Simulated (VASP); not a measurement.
Write the native input for VASP 6.6.1 that does the following.

```yaml
Task: single point
Functional: r2SCAN
Potentials_or_basis: VASP PAW PBE potentials, release 64 (Al, Ru_pv)
Cutoff: 520 eV
k_mesh: 10 × 10 × 10
Occupations: fermi-dirac, width 0.1 eV
Spin: no spin polarisation
Dipole_correction: no
Further_INCAR_settings: ALGO = Normal; EDIFF = 1e-06; NBANDS = 16
```

The system is AlRu.

```
CELL_PARAMETERS angstrom
2.90960 0.00000 0.00000
0.00000 2.90960 0.00000
0.00000 0.00000 2.90960
ATOMIC_POSITIONS crystal
Al 0.00000 0.00000 0.00000
Ru 0.50000 0.50000 0.50000
```

One way to write it, as run:

POSCAR

```
AlRu
1.0
    2.9095967325      0.0000000000      0.0000000000
    0.0000000000      2.9095967325      0.0000000000
    0.0000000000      0.0000000000      2.9095967325
Al Ru
1 1
Direct
    0.0000000000      0.0000000000      0.0000000000
    0.5000000000      0.5000000000      0.5000000000
```

INCAR.step1

```
ALGO     = Normal         # electronic algorithm
EDIFF    = 1E-4           # SCF threshold, eV
ENCUT    = 520            # plane-wave cutoff, eV
GGA      = PE             # functional
ISMEAR   = -1             # smearing method
LASPH    = T              # aspherical terms in the spheres
LCHARG   = F              # write CHGCAR
LREAL    = F              # projectors in reciprocal space
LWAVE    = T              # write WAVECAR
NBANDS   = 16             # bands
NELM     = 60             # most SCF steps
PREC     = Accurate       # precision mode
SIGMA    = 0.1            # smearing width, eV
```

INCAR.step2

```
ALGO     = Normal         # electronic algorithm
EDIFF    = 1E-6           # SCF threshold, eV
ENCUT    = 520            # plane-wave cutoff, eV
ISIF     = 2              # what is computed and relaxed
ISMEAR   = -1             # smearing method
ISTART   = 1            
LASPH    = T              # aspherical terms in the spheres
LCHARG   = F              # write CHGCAR
LMIXTAU  = T            
LREAL    = F              # projectors in reciprocal space
LWAVE    = F              # write WAVECAR
METAGGA  = R2SCAN         # meta-GGA
NBANDS   = 16             # bands
NELM     = 60             # most SCF steps
PREC     = Accurate       # precision mode
SIGMA    = 0.1            # smearing width, eV
```

KPOINTS

```
k-points
0
Gamma
  10 10 10
```

Potentials or basis: VASP PAW PBE potentials, release 64 (Al, Ru_pv).

Run with:

```bash
$ cat potpaw_PBE.64/Al/POTCAR potpaw_PBE.64/Ru_pv/POTCAR > POTCAR
$ cp INCAR.step1 INCAR
$ mpirun -np 1 vasp_std > vasp.out
$ cp INCAR.step2 INCAR
$ mpirun -np 1 vasp_std > vasp.out
```

Results of the run:

The pressure is 19.7 GPa.

Caveat: the PAW data sets were made with another functional, which shifts forces and pressure a little.

Run time: 2.2 min on 1 thread of AMD EPYC 7R43 64-Core Processor (Zen 3), on a shared host, peak memory 0.12 GiB.
